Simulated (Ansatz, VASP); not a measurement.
## Mn: VASP beside Ansatz

```
Mn
1.0
     2.48161    0.00000    0.00000
    -1.24080    2.14914    0.00000
     0.00000    0.00000    4.01473
Mn
2
Direct
  0.33333 0.66667 0.25000
  0.66667 0.33333 0.75000
```

Alike in both runs: functional PBE; k mesh 17 × 17 × 9; occupations fermi-dirac, width 0.05 eV; no spin polarisation.

Ansatz relaxed the structure, and its values are those at the end. VASP's run is a single point on that final structure, the one shown.

|  | VASP | Ansatz |
| --- | --- | --- |
| version | VASP 6.6.1 | Ansatz 0.2.0 |
| potentials or method | VASP PAW PBE potentials, release 64 (Mn_pv) | PAW with Ansatz's default frozen-core files, scalar-relativistic |
| plane-wave cutoff (eV) | 520 | 420 |
| valence electrons in the cell | 26 | 30 |

```csv
,VASP,Ansatz,Ansatz less VASP
pressure (GPa),-0.1,0.0,+0.15
```

VASP's potentials hold 26 valence electrons a cell and Ansatz's 30, so a difference there can come from the potentials and not from the codes.
